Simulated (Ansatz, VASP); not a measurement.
# SiGe in VASP and in Ansatz

Contents of POSCAR:

```
SiGe
1.0
    3.8955526134      0.0000000000      0.0000000000
   -1.9477763067      3.3736475250      0.0000000000
    0.0000000000      0.0000000000      6.5827532605
Si Ge
2 2
Direct
    0.6666666672      0.3333333328      0.8733279874
    0.3333333328      0.6666666672      0.3733279874
    0.6666666662      0.3333333338      0.5016710126
    0.3333333338      0.6666666662      0.0016710126
```

Contents of INCAR.step1:

```
PREC = Accurate
ENCUT = 520
ISMEAR = 0
SIGMA = 0.02
LREAL = False
LASPH = True
NELM = 100
NBANDS = 26
GGA = PE
ALGO = Normal
EDIFF = 1E-4
LWAVE = True
LCHARG = False
```

File INCAR.step2:

```
PREC = Accurate
ENCUT = 520
EDIFF = 1E-6
ISMEAR = 0
SIGMA = 0.02
LREAL = False
LASPH = True
NELM = 100
ALGO = Normal
ISIF = 2
LWAVE = False
LCHARG = False
METAGGA = R2SCAN
LMIXTAU = True
NBANDS = 26
ISTART = 1
```

Contents of KPOINTS:

```
regular mesh
0
Gamma
  12 12 4
```

Input for Ansatz:

```yaml
crystal:
  lattice:
    - [3.8955526134, 0.0, 0.0]
    - [-1.9477763067, 3.373647525, 0.0]
    - [0.0, 0.0, 6.5827532605]
  atoms:
    - { symbol: Si, position: [0.6666666672, 0.3333333328, 0.8733279874] }
    - { symbol: Si, position: [0.3333333328, 0.6666666672, 0.3733279874] }
    - { symbol: Ge, position: [0.6666666662, 0.3333333338, 0.5016710126] }
    - { symbol: Ge, position: [0.3333333338, 0.6666666662, 0.0016710126] }
basis:
  ecutwfc: 500
kpoints:
  mp_grid: { grid: [12, 12, 4] }
  band_path: { path: [VBM, CBM], npoints: 2 }
hamiltonian:
  xc: r2scan
scf:
  occupations: { method: gaussian, width: 0.02 }
output:
  forces: true
  stress: true
  eigenvalues: true
checkpoint:
  read: start.run
  write: ck
  compress: false
  write_wavefunctions: false
  write_every: 100000
```

Alike in both runs: task single point; functional r2SCAN; k mesh 12 × 12 × 4; occupations gaussian, width 0.02 eV; no spin polarisation.

```csv
,VASP,Ansatz
version,VASP 6.6.1,Ansatz 0.2.0
potentials or method,"VASP PAW PBE potentials, release 64 (Si, Ge_d), cutoff 520 eV","scalar-relativistic, plane waves, PAW"
valence electrons in the cell,36,36
```

VASP gave:

* gap on the k mesh at the Fermi level (eV): 0.72
* least direct gap on the mesh (eV): 0.96
* pressure (GPa): -1.3
* traceless stress, the component that is largest in VASP (GPa): -2.54

**Question.** What did Ansatz give for the same quantities?

**Answer.** gap on the k mesh at the Fermi level (eV): 0.72; least direct gap on the mesh (eV): 0.97; pressure (GPa): -1.3; traceless stress, the component that is largest in VASP (GPa): -2.53.

VASP's potentials were made for PBE, not for r2SCAN.
